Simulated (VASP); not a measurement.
A run of VASP 6.6.1 is set up as follows.

INCAR

```
SYSTEM = AlNi3
ALGO     = Normal         ! electronic algorithm
EDIFF    = 1E-7           ! SCF threshold, eV
ENCUT    = 520            ! plane-wave cutoff, eV
GGA      = PE             ! functional
ISIF     = 2              ! what is computed and relaxed
ISMEAR   = -1             ! smearing method
ISPIN    = 2              ! spin polarisation
LASPH    = .True.         ! aspherical terms in the spheres
LCHARG   = .False.        ! write CHGCAR
LMAXMIX  = 4              ! l up to which the mixer works
LORBIT   = 11             ! projections on sites
LREAL    = .False.        ! projectors in reciprocal space
LWAVE    = .False.        ! write WAVECAR
MAGMOM   = 0 0.3 0.3 -0.3 ! initial moments
NBANDS   = 28             ! bands
NELM     = 150            ! most SCF steps
PREC     = Accurate       ! precision mode
SIGMA    = 0.03           ! smearing width, eV
```

File KPOINTS:

```
k-points
0
Gamma
  10 10 10
  0 0 0
```

POSCAR

```
AlNi3
1.0
    3.5230547267      0.0000000000      0.0000000000
    0.0000000000      3.5230547267      0.0000000000
    0.0000000000      0.0000000000      3.5230547267
Al Ni
1 3
Direct
    0.0000000000      0.0000000000      0.0000000000
    0.0000000000      0.5000000000      0.5000000000
    0.5000000000      0.0000000000      0.5000000000
    0.5000000000      0.5000000000      0.0000000000
```

Potentials or basis: VASP PAW PBE potentials, release 64 (Al, Ni).

The run is started by

```sh
$ cat potpaw_PBE.64/Al/POTCAR potpaw_PBE.64/Ni/POTCAR > POTCAR
$ mpirun -np 1 vasp_std > vasp.out
```

(1) Estimate the net moment.

(2) Predict the pressure.

Results:

(1) 0.00 μB per cell.

(2) 7.0 GPa.

Caveat: the cell stands under pressure.
